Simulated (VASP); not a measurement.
Si4Sn:

```
Si Sn
1.0
     3.05711    0.00000    0.00000
    -1.52855    2.64753    0.00000
     0.00000    0.00000    9.83008
Si Sn
4 1
Direct
  0.33333 0.66667 0.86586
  0.33333 0.66667 0.37680
  0.66667 0.33333 0.13414
  0.66667 0.33333 0.62320
  0.00000 0.00000 0.00000
```

- Program: VASP 6.6.1
- Task: relaxation of cell and atoms
- Functional: PBE
- Potentials or basis: VASP PAW PBE potentials, release 64 (Si, Sn_d)
- Cutoff: 600 eV
- k mesh: 6 × 6 × 2
- Occupations: gaussian, width 0.2 eV
- Spin: no spin polarisation

At the start: pressure 58.1 GPa; volume 15.91 Å³/atom.

Problem. Where does the relaxation end?

Solution. Over 25 steps the energy falls by 2145.9 meV/atom and the volume is 19.98 Å³/atom (+25.6 %); space group P-3m1 (No. 164, to 0.05 Å).

Step by step:
```csv
step,energy change (eV),largest force (eV/Å),pressure (GPa),volume (Å³)
1,0.0000,12.7496,58.08,79.56
2,-4.9921,1.0652,-11.13,166.16
3,-7.4608,1.5293,-6.21,117.03
4,-7.4849,1.6506,-5.50,115.18
5,-7.4956,1.9045,-4.00,111.84
6,-8.0540,1.9907,-2.80,105.11
7,-8.9405,1.5116,11.60,86.36
8,-9.1425,1.0966,12.23,86.35
9,-9.3500,2.0185,16.16,86.19
10,-9.8944,1.3333,8.52,91.97
11,-10.2880,0.4241,-0.27,101.90
12,-10.3151,0.3082,-2.10,104.92
13,-10.3169,0.3589,-2.59,105.82
14,-10.3929,0.4197,-2.78,105.66
15,-10.6022,0.2400,-3.14,104.98
16,-10.6800,0.2073,-1.59,102.71
17,-7.2333,9.2572,19.32,94.17
18,-10.6544,0.3539,-1.90,102.51
19,-10.7016,0.3592,-1.29,101.72
20,-10.3881,1.1958,3.55,98.44
21,-10.7021,0.3297,-1.08,101.42
22,-10.7029,0.2889,-0.92,101.28
23,-10.7185,0.1003,0.85,99.09
24,-10.7186,0.1083,0.77,99.18
25,-10.7297,0.0749,0.39,99.90
```

Final structure:
```
Si Sn
1.0
     3.95538    0.00000    0.00000
    -1.97769    3.42546    0.00000
     0.00000    0.00000    7.37359
Si Sn
4 1
Cartesian
  0.0000 2.2836 5.3772
  0.0000 2.2836 2.7660
  1.9777 1.1418 1.9964
  1.9777 1.1418 4.6076
  0.0000 0.0000 0.0000
```

Caveat: the k points lie up to 0.43 Å⁻¹ apart in the final cell; the volume moved by over 15 % at a fixed basis, so the end points are rough; the relaxation stopped at a loose force limit of 0.08 eV/Å, so its end isn't a converged minimum.
